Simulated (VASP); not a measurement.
# Co (Fd-3m) in VASP: a series of runs

The runs below take Co through single point, with BLYP.

Everything below comes from runs of VASP 6.6.1. Logs are shortened: lines on timing, memory, paths and dates and some standing lists are left out, and cuts for length are marked.

### Step 1. The cell of the first run

Symmetry: Fd-3m, No. 227, cubic system. The conventional cell has a = 5.003 Å, b = 5.003 Å, c = 5.003 Å, α = 90.00°, β = 90.00°, γ = 90.00°. Within 2.9 Å of Co (site symmetry -43m) lie 4 Co at 2.17 Å.

### Step 2. Single point, BLYP

Contents of INCAR:

```
SYSTEM = Co
PREC     = Accurate       ! precision mode
ENCUT    = 520            ! plane-wave cutoff, eV
EDIFF    = 1E-6           ! SCF threshold, eV
ISMEAR   = -1             ! smearing method
SIGMA    = 0.1            ! smearing width, eV
LREAL    = .False.        ! projectors in reciprocal space
LASPH    = .True.         ! aspherical terms in the spheres
NELM     = 60             ! most SCF steps
ALGO     = Normal         ! electronic algorithm
ISIF     = 2              ! what is computed and relaxed
LWAVE    = .False.        ! write WAVECAR
LCHARG   = .False.        ! write CHGCAR
GGA      = B5             ! functional
ALDAX    = 1.0          
AGGAX    = 1.0          
AGGAC    = 1.0          
ALDAC    = 0.0          
NBANDS   = 16             ! bands
```

Contents of KPOINTS:

```
regular mesh
0
Gamma
  11 11 11
  0 0 0
```

Contents of POSCAR:

```
Co
1.0
    0.0000000000      2.5014464468      2.5014464468
    2.5014464468      0.0000000000      2.5014464468
    2.5014464468      2.5014464468      0.0000000000
Co
2
Direct
    0.1250000000      0.1250000000      0.1250000000
    0.8750000000      0.8750000000      0.8750000000
```

Potentials or basis: VASP PAW PBE potentials, release 64 (Co).

Started as:

```console
> cat potpaw_PBE.64/Co/POTCAR > POTCAR
> mpirun -np 1 vasp_std > vasp.out
```

OUTCAR:

```text
SYSTEM = Co
   PREC = Accurate
   ENCUT = 520
   EDIFF = 1E-6
   ISMEAR = -1
   LREAL = .False.
   LASPH = .True.
   NELM = 60
   ISIF = 2
   GGA = B5

 ion  position               nearest neighbor table
   1  0.125  0.125  0.125-   2 2.17   2 2.17   2 2.17   2 2.17
   2  0.875  0.875  0.875-   1 2.17   1 2.17   1 2.17   1 2.17

  LATTYP: Found a face centered cubic cell.
 ALAT       =     5.0028928936

  Lattice vectors:

 A1 = (   0.0000000000,   2.5014464468,   2.5014464468)
 A2 = (   2.5014464468,   0.0000000000,   2.5014464468)
 A3 = (   2.5014464468,   2.5014464468,   0.0000000000)

Analysis of symmetry for initial positions (statically):
=====================================================================
 Subroutine PRICEL returns:
 Original cell was already a primitive cell.

 Routine SETGRP: Setting up the symmetry group for a
 face centered cubic supercell.

 Subroutine GETGRP returns: Found 48 space group operations
 (whereof 12 operations were pure point group operations)
 out of a pool of 48 trial point group operations.

The static configuration has the point symmetry D_3d.
 The point group associated with its full space group is O_h .

Analysis of symmetry for dynamics (positions and initial velocities):
=====================================================================
 Subroutine PRICEL returns:
 Original cell was already a primitive cell.

 Routine SETGRP: Setting up the symmetry group for a
 face centered cubic supercell.

 Subroutine GETGRP returns: Found 48 space group operations
 (whereof 12 operations were pure point group operations)
 out of a pool of 48 trial point group operations.

The dynamic configuration has the point symmetry D_3d.
 The point group associated with its full space group is O_h .

 Subroutine INISYM returns: Found 48 space group operations
 (whereof 12 operations are pure point group operations),
 and found     1 'primitive' translations

----------------------------------------------------------------------------------------

                                     Primitive cell

  volume of cell :      31.3043

  direct lattice vectors                    reciprocal lattice vectors
     0.000000000  2.501446447  2.501446447    -0.199884351  0.199884351  0.199884351
     2.501446447  0.000000000  2.501446447     0.199884351 -0.199884351  0.199884351
     2.501446447  2.501446447  0.000000000     0.199884351  0.199884351 -0.199884351

  length of vectors
     3.537579491  3.537579491  3.537579491     0.346209852  0.346209852  0.346209852

  position of ions in fractional coordinates (direct lattice)
     0.125000000  0.125000000  0.125000000
     0.875000000  0.875000000  0.875000000

  ion indices of the primitive-cell ions
   primitive index   ion index
                 1           1
                 2           2

----------------------------------------------------------------------------------------

 KPOINTS: regular mesh

Automatic generation of k-mesh.
 Grid dimensions read from file:
 generate k-points for:   11   11   11

 Generating k-lattice:

  Cartesian coordinates                     Fractional coordinates (reciprocal lattice)
    -0.018171305  0.018171305  0.018171305     0.090909091  0.000000000  0.000000000
     0.018171305 -0.018171305  0.018171305     0.000000000  0.090909091  0.000000000
     0.018171305  0.018171305 -0.018171305     0.000000000  0.000000000  0.090909091

  Length of vectors
     0.031473623  0.031473623  0.031473623

  Shift w.r.t. Gamma in fractional coordinates (k-lattice)
     0.000000000  0.000000000  0.000000000

 Subroutine IBZKPT returns following result:
 ===========================================

 Found     56 irreducible k-points:

 Following reciprocal coordinates:
            Coordinates               Weight
  0.000000  0.000000  0.000000      1.000000
  0.090909  0.000000  0.000000      8.000000
  0.181818  0.000000  0.000000      8.000000
  0.272727  0.000000  0.000000      8.000000
  0.363636  0.000000  0.000000      8.000000
  0.454545  0.000000  0.000000      8.000000
[... 16 lines left out ...]
 -0.272727  0.181818  0.000000     24.000000
 -0.181818  0.181818  0.000000     12.000000
 [... further k-points ...]
   k-points           NKPTS =     56   k-points in BZ     NKDIM =     56   number of bands    NBANDS=     16
   number of dos      NEDOS =    301   number of ions     NIONS =      2
   total plane-waves  NPLWV =  21952
   dimension x,y,z NGX =    28 NGY =   28 NGZ =   28
   dimension x,y,z NGXF=    56 NGYF=   56 NGZF=   56
   ions per type =               2
   NGX,Y,Z   is equivalent  to a cutoff of  13.16, 13.16, 13.16 a.u.
   NGXF,Y,Z  is equivalent  to a cutoff of  26.32, 26.32, 26.32 a.u.
 SYSTEM =  Co
   PREC   = accura    normal or accurate (medium, high low for compatibility)
   ISTART =      0    job   : 0-new  1-cont  2-samecut
   ICHARG =      2    charge: 1-file 2-atom 10-const
   ISPIN  =      1    spin polarized calculation?
   LNONCOLLINEAR =      F non collinear calculations
   LSORBIT =      F    spin-orbit coupling
   LASPH  =      T    aspherical Exc in radial PAW
   ENCUT  =  520.0 eV  38.22 Ry    6.18 a.u.   6.58  6.58  6.58*2*pi/ulx,y,z
   NELM   =     60;   NELMIN=  2; NELMDL= -5     # of ELM steps
   EDIFF  = 0.1E-05   stopping-criterion for ELM
   LREAL  =      F    real-space projection
   EDIFFG = 0.1E-04   stopping-criterion for IOM
   NSW    =      0    number of steps for IOM
   IBRION =     -1    ionic relax: 0-MD 1-quasi-New 2-CG
   NFREE  =      0    steps in history (QN), initial steepest desc. (CG)
   ISIF   =      2    stress and relaxation
   ISYM   =      2    0-nonsym 1-usesym 2-fastsym
   POTIM  = 0.5000    time-step for ionic-motion
   TEBEG  =    0.0;   TEEND  =   0.0 temperature during run
   PSTRESS=    0.0 pullay stress
   NELECT =      18.0000    total number of electrons
   NUPDOWN=      -1.0000    fix difference up-down
   EMIN   =  10.00;   EMAX   =-10.00  energy-range for DOS
   EFERMI =   0.00;   METHOD = LEGACY
   ISMEAR =    -1;   SIGMA  =   0.10  broadening in eV -4-tet -1-fermi 0-gaus
   EFERMI_NEDOS =   21; number of points for ismear=-14 and -15
   IALGO  =     38    algorithm
   IMIX   =      4    mixing-type and parameters
     AMIX     =   0.40;   BMIX     =  1.00
     AMIX_MAG =   1.60;   BMIX_MAG =  1.00
  volume/ion in A,a.u.               =      15.65       105.63
  Fermi-wavevector in a.u.,A,eV,Ry     =   1.361333  2.572547 25.214701  1.853228
  Thomas-Fermi vector in A             =   2.487918
   LORBIT       =      0    0 simple, 1 ext, 2 COOP (PROOUT), +10 PAW based schemes
   GGA     = B5    functional components
   LHFCALC =     F    Hartree Fock is set to
   AEXX    =    0.0000 exact exchange contribution
   IVDW    =     0    specifies the selected vdW correction
   LEPSILON=     F    determine dielectric tensor
   LRPA    =     F    only Hartree local field effects (RPA)
 non-spin polarized calculation
  energy-cutoff  :      520.00
  volume of cell :       31.30
 maximum number of plane-waves:       869
   NGX = 13   NGY = 13   NGZ = 13

 number of electron      18.0000012 magnetization

 Free energy of the ion-electron system (eV)
  ---------------------------------------------------
  ext. energy  EPLUGINS =         0.00000000
  ---------------------------------------------------
  free energy    TOTEN  =       -10.18385480 eV

  energy without entropy =      -10.02898413  energy(sigma->0) =      -10.10641946

 E-fermi :   6.2239     XC(G=0): -10.4641

 val. band max:        6.1986778702   @ k =  -0.4545   0.3636   0.1818
 cond. band min:       6.2250987702   @ k =   0.4545   0.1818   0.0000
 fundamental gap:      0.0264209000
 Fermi energy:         6.2239250990

 k-point     1 :       0.0000    0.0000    0.0000
  band No.  band energies     occupation
      1      -0.2727      2.00000
      2       3.4028      2.00000
      3       3.4028      2.00000
      4       3.5540      2.00000
      5       3.5540      2.00000
      6       3.5540      2.00000
[... 8 lines left out ...]
     15      19.4083      0.00000
     16      19.4083      0.00000

 k-point     2 :       0.0909    0.0000    0.0000
  band No.  band energies     occupation
      1      -0.1164      2.00000
      2       3.3182      2.00000
      3       3.3182      2.00000
      4       3.5614      2.00000
      5       3.6740      2.00000
      6       3.6740      2.00000
[... 8 lines left out ...]
     15      20.3778      0.00000
     16      20.4819      0.00000

 k-point     3 :       0.1818    0.0000    0.0000
  band No.  band energies     occupation
      1       0.3404      2.00000
      2       3.2479      2.00000
      3       3.2479      2.00000
      4       3.5912      2.00000
      5       3.8207      2.00000
      6       3.8207      2.00000
[... 8 lines left out ...]
     15      20.0272      0.00000
     16      21.2771      0.00000

 k-point     4 :       0.2727    0.0000    0.0000
  band No.  band energies     occupation
      1       1.0517      2.00000
      2       3.2501      2.00000
      3       3.2501      2.00000
      4       3.6525      2.00000
      5       3.8688      2.00000
      6       3.8688      2.00000
[... 8 lines left out ...]
     15      19.5664      0.00000
     16      20.6992      0.00000

 k-point     5 :       0.3636    0.0000    0.0000
  band No.  band energies     occupation
      1       1.8992      2.00000
      2       3.3262      2.00000
      3       3.3262      2.00000
      4       3.6858      2.00000
      5       3.7885      2.00000
      6       3.7885      2.00000
[... 8 lines left out ...]
     15      19.2151      0.00000
     16      20.0886      0.00000

 k-point     6 :       0.4545    0.0000    0.0000
  band No.  band energies     occupation
      1       2.6041      2.00000
      2       3.4625      2.00000
      3       3.4625      2.00000
      4       3.5475      2.00000
      5       3.6317      2.00000
      6       3.6317      2.00000
[... 8 lines left out ...]
     15      19.0313      0.00000
     16      19.7655      0.00000

 k-point     7 :       0.0909    0.0909    0.0000
  band No.  band energies     occupation
      1      -0.0639      2.00000
      2       3.1975      2.00000
      3       3.4677      2.00000
      4       3.5677      2.00000
      5       3.5677      2.00000
      6       3.7743      2.00000
[... 8 lines left out ...]
     15      18.7719      0.00000
     16      20.9369      0.00000

 k-point     8 :       0.1818    0.0909    0.0000
  band No.  band energies     occupation
      1       0.2938      2.00000
      2       3.0973      2.00000
      3       3.4351      2.00000
      4       3.5852      2.00000
      5       3.6917      2.00000
      6       3.9234      2.00000
[... 8 lines left out ...]
     15      19.1727      0.00000
     16      19.9022      0.00000

 k-point     9 :       0.2727    0.0909    0.0000
  band No.  band energies     occupation
      1       0.9233      2.00000
      2       3.0643      2.00000
      3       3.4272      2.00000
      4       3.6204      2.00000
      5       3.7715      2.00000
      6       4.0251      2.00000
[... 8 lines left out ...]
     15      18.6215      0.00000
     16      20.8896      0.00000
[... 172 lines left out ...]
 k-point    19 :       0.3636    0.1818    0.0000
  band No.  band energies     occupation
      1       1.8206      2.00000
      2       2.9011      2.00000
      3       3.5940      2.00000
      4       3.6011      2.00000
      5       3.8365      2.00000
      6       4.1490      2.00000
[... 8 lines left out ...]
     15      17.4442      0.00000
     16      20.1403      0.00000

 k-point    20 :       0.4545    0.1818    0.0000
  band No.  band energies     occupation
      1       2.5661      2.00000
      2       2.9453      2.00000
      3       3.5479      2.00000
      4       3.5517      2.00000
      5       3.8812      2.00000
      6       4.0899      2.00000
[... 8 lines left out ...]
     15      17.3887      0.00000
     16      21.9248      0.00000

 k-point    21 :      -0.4545    0.1818    0.0000
  band No.  band energies     occupation
      1       2.9346      2.00000
      2       3.0643      2.00000
      3       3.4096      2.00000
      4       3.4845      2.00000
      5       3.9933      2.00000
      6       4.0008      2.00000
[... 8 lines left out ...]
     15      17.5312      0.00000
     16      21.9605      0.00000

 k-point    22 :      -0.3636    0.1818    0.0000
  band No.  band energies     occupation
      1       2.6615      2.00000
      2       3.2526      2.00000
      3       3.3036      2.00000
      4       3.4894      2.00000
      5       3.8610      2.00000
      6       4.1452      2.00000
[... 8 lines left out ...]
     15      17.8735      0.00000
     16      21.5446      0.00000

 k-point    23 :      -0.2727    0.1818    0.0000
  band No.  band energies     occupation
      1       2.0299      2.00000
      2       3.1334      2.00000
      3       3.4213      2.00000
      4       3.5089      2.00000
      5       3.7825      2.00000
      6       4.2276      2.00000
[... 8 lines left out ...]
     15      18.4242      0.00000
     16      21.3399      0.00000

 k-point    24 :      -0.1818    0.1818    0.0000
  band No.  band energies     occupation
      1       1.2856      2.00000
      2       3.0851      2.00000
      3       3.4322      2.00000
      4       3.5310      2.00000
      5       3.7858      2.00000
      6       4.1585      2.00000
[... 8 lines left out ...]
     15      19.1732      0.00000
     16      21.0249      0.00000

 [... further k-points ...]
[... 5 lines left out ...]
  --------------------------------------------------------------------------------------
  -------------------------------------------------------------------------------------
  Total       -0.0738165     -0.0738165     -0.0738165      0.0000000      0.0000000      0.0000000
  in kB       -3.7779865     -3.7779865     -3.7779865      0.0000000      0.0000000      0.0000000
  external PRESSURE =      -3.7779865 kB  Pullay stress =       0.0000000 kB

 VOLUME and BASIS-vectors are now :
 -----------------------------------------------------------------------------
  energy-cutoff  :      520.00
  volume of cell :       31.30
      direct lattice vectors                 reciprocal lattice vectors
     0.000000000  2.501446447  2.501446447    -0.199884351  0.199884351  0.199884351
     2.501446447  0.000000000  2.501446447     0.199884351 -0.199884351  0.199884351
     2.501446447  2.501446447  0.000000000     0.199884351  0.199884351 -0.199884351

 POSITION                                       TOTAL-FORCE (eV/Angst)
 -----------------------------------------------------------------------------------
      0.62536      0.62536      0.62536         0.000000      0.000000      0.000000
      4.37753      4.37753      4.37753        -0.000000     -0.000000     -0.000000
 -----------------------------------------------------------------------------------
    total drift:                                0.000000      0.000000     -0.000000

  FREE ENERGIE OF THE ION-ELECTRON SYSTEM (eV)
  ---------------------------------------------------
  free  energy   TOTEN  =       -10.1838548009 eV

  energy  without entropy=      -10.0289841263  energy(sigma->0) =      -10.10641946
```

It took 26 s on 1 thread of Intel Xeon 6975P-C, shared host; peak memory 0.17 GiB.

Results:

* Free energy: -10.1839 eV
* Pressure: -0.4 GPa
* Band gap on the k mesh: zero (band 9 reaches 6.62 eV, above the bottom of band 10 at 5.97 eV)

Caveat: the PAW data sets were made with another functional, which shifts forces and pressure a little; the run has no spin polarisation, though such a crystal can be magnetic. Spin polarisation is off, so any magnetic state and its effect on volume and gap are missing.

[end of part 1 of 3]
